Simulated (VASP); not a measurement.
Crystal: Pb.

```
CELL_PARAMETERS angstrom
-1.97966 1.97966 1.97966
1.97966 -1.97966 1.97966
1.97966 1.97966 -1.97966
ATOMIC_POSITIONS crystal
Pb 0.00000 0.00000 0.00000
```

This isn't the form of Pb at room conditions, which is fcc.

Program: VASP 6.6.1. Alike in all runs: task single point; potentials or basis VASP PAW PBE potentials, release 64 (Pb_d); no spin polarisation; cell as given; k mesh 8 × 8 × 8; cutoff (eV) 500; smearing fermi-dirac 0.15 eV.

Task: Order these runs on this cell by their pressure, lowest first.
A. level BLYP
B. level PBE
C. level RPBE

Result: B (1.3 GPa), C (2.9 GPa), A (4.9 GPa).

Caveats: the PAW data sets were made with another functional, which shifts forces and pressure a little (at least some runs); the cell stands under pressure (at least some runs).
